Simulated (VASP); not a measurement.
**SiO2: relaxation of shape and atoms at fixed volume with PBE**

Crystal: SiO2.

```
Si O
1.0
     5.23903    0.00000    0.00000
     0.00000    5.23903    0.00000
     0.00000    0.00000    7.35466
Si O
4 8
Direct
  0.28243 0.28243 0.00000
  0.21757 0.78243 0.25000
  0.71757 0.71757 0.50000
  0.78243 0.21757 0.75000
  0.24513 0.06987 0.16230
  0.43013 0.74513 0.41230
  0.75487 0.93013 0.66230
  0.56987 0.25487 0.91230
  0.74513 0.43013 0.58770
  0.93013 0.75487 0.33770
  0.25487 0.56987 0.08770
  0.06987 0.24513 0.83770
```

```json
{
 "Program": "VASP 6.6.1",
 "Task": "relaxation of shape and atoms at fixed volume",
 "Functional": "PBE",
 "Potentials or basis": "VASP PAW PBE potentials, release 64 (Si, O)",
 "Cutoff": "600 eV",
 "k mesh": "6 × 6 × 4",
 "Occupations": "gaussian, width 0.02 eV",
 "Spin": "no spin polarisation",
 "Dipole correction": "no",
 "Further INCAR settings": "ALGO = Normal; EDIFF = 1e-06; IBRION = 2; EDIFFG = -0.01; NSW = 50; ISIF = 4"
}
```

```json
{"Energy gained by relaxing": "9.4 meV/atom", "Ionic steps": "17", "Pressure after relaxing": "-1.6 GPa", "Largest force after relaxing": "0.008 eV/Å", "Band gap on the k mesh": "5.37 eV"}
```

Forces in eV/Å, atoms in the order of the input:
```
Si  -0.005 -0.005  0.000
Si   0.005 -0.005  0.000
Si   0.005  0.005  0.000
Si  -0.005  0.005  0.000
O   -0.006 -0.002 -0.003
O    0.002 -0.006 -0.003
O    0.006  0.002 -0.003
O   -0.002  0.006 -0.003
O   -0.006  0.002  0.003
O    0.002  0.006  0.003
O    0.006 -0.002  0.003
O   -0.002 -0.006  0.003
```

The path:
```csv
step,energy change (eV),largest force (eV/Å),pressure (GPa),volume (Å³)
1,0.0000,0.2515,-6.10,201.87
2,-0.0220,0.2029,-5.62,201.87
3,-0.0593,0.1572,-4.25,201.87
4,-0.0630,0.1950,-3.71,201.87
5,-0.0779,0.4072,-3.25,201.87
6,-0.0789,0.4876,-3.10,201.87
7,-0.0857,0.4262,-2.96,201.87
8,-0.1006,0.2407,-2.56,201.87
9,-0.1071,0.1363,-1.79,201.87
10,-0.1084,0.0371,-2.01,201.87
11,-0.1089,0.0340,-1.98,201.87
12,-0.1103,0.0293,-1.89,201.87
13,-0.1119,0.0285,-1.72,201.87
14,-0.1113,0.0516,-1.38,201.87
15,-0.1123,0.0346,-1.58,201.87
16,-0.1118,0.1007,-1.54,201.87
17,-0.1124,0.0075,-1.57,201.87
```

Final structure:
```
CELL_PARAMETERS angstrom
5.23256 0.00000 0.00000
0.00000 5.23256 0.00000
0.00000 0.00000 7.37287
ATOMIC_POSITIONS crystal
Si 0.27351 0.27351 0.00000
Si 0.22649 0.77351 0.25000
Si 0.72649 0.72649 0.50000
Si 0.77351 0.22649 0.75000
O 0.24751 0.05074 0.15216
O 0.44926 0.74751 0.40216
O 0.75249 0.94926 0.65216
O 0.55074 0.25249 0.90216
O 0.74751 0.44926 0.59784
O 0.94926 0.75249 0.34784
O 0.25249 0.55074 0.09784
O 0.05074 0.24751 0.84784
```

Levels at points of the mesh, in eV from the valence-band top:
```tsv
k point	band 30	band 31	band 32	band 33	band 34	band 35
(0.00, 0.00, 0.00)	-0.09	-0.09	0.00	5.37	8.36	8.36
(0.50, 0.00, 0.00)	-0.68	-0.31	-0.31	7.24	7.24	8.88
(0.50, 0.50, 0.00)	-0.62	-0.61	-0.61	8.28	8.28	8.32
(0.00, 0.00, 0.50)	-0.43	-0.39	-0.39	6.45	6.45	8.86
(0.50, 0.00, 0.50)	-0.94	-0.06	-0.06	7.44	7.44	8.26
(0.50, 0.50, 0.50)	-0.73	-0.73	-0.73	8.81	8.81	8.81
```

Wall time 4.9 min on 1 × NVIDIA H100 80GB with 1 thread of AMD EPYC 7R13 Processor (Zen 3), with other jobs on the host, peak memory 1.4 GiB.

A k mesh can miss the band edges.
